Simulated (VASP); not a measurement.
A run of VASP 6.6.1:

File INCAR:

```
PREC = Accurate
ENCUT = 520
EDIFF = 1E-6
ISMEAR = -1
SIGMA = 0.1
LREAL = False
LASPH = True
NELM = 150
ALGO = Normal
ISIF = 2
LWAVE = False
LCHARG = False
ISPIN = 2
MAGMOM = 2.8 0
LORBIT = 11
LMAXMIX = 4
GGA = PE
NBANDS = 24
```

The input KPOINTS:

```
Automatic mesh
0
Gamma
  9 9 9
```

The input POSCAR:

```
MnHg
1.0
    3.2659322210      0.0000000000      0.0000000000
    0.0000000000      3.2659322210      0.0000000000
    0.0000000000      0.0000000000      3.2907644307
Mn Hg
1 1
Direct
    0.5000000000      0.5000000000      0.5000000000
    0.0000000000      0.0000000000      0.0000000000
```

Potentials or basis: VASP PAW PBE potentials, release 64 (Mn_pv, Hg).

Launch:

```sh
$ cat potpaw_PBE.64/Mn_pv/POTCAR potpaw_PBE.64/Hg/POTCAR > POTCAR
$ mpirun -np 1 vasp_std > vasp.out
```

Hardware: 1 thread of Oxide Virtual Turin-like Processor, with other jobs on the host.

Problem. Estimate the wall time of this run.

Solution. It took 73 s on 1 thread of Oxide Virtual Turin-like Processor, with other jobs on the host, peak memory 0.19 GiB. Counts: scf iterations 15, k points 75.
